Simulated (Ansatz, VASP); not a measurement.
# AlN: VASP beside Ansatz

```
CELL_PARAMETERS angstrom
3.12976 0.00000 0.00000
-1.56488 2.71045 0.00000
0.00000 0.00000 5.01740
ATOMIC_POSITIONS crystal
Al 0.66667 0.33333 0.49924
Al 0.33333 0.66667 0.99924
N 0.66667 0.33333 0.88076
N 0.33333 0.66667 0.38076
```

Alike in both runs: functional PBE; k mesh 10 × 10 × 6; no spin polarisation.

Ansatz relaxed the structure, and its values are those at the end. VASP's run is a single point on that final structure, the one shown.

|  | VASP | Ansatz |
| --- | --- | --- |
| version | VASP 6.6.1 | Ansatz 0.2.0 |
| potentials or method | VASP PAW PBE potentials, release 64 (Al, N), cutoff 520 eV | plane-wave PAW DFT |
| occupations | gaussian, width 0.01 eV | fixed |
| valence electrons in the cell | 16 | 16 |

|  | VASP | Ansatz | Ansatz less VASP |
| --- | --- | --- | --- |
| pressure (GPa) | -0.2 | 0.0 | +0.18 |
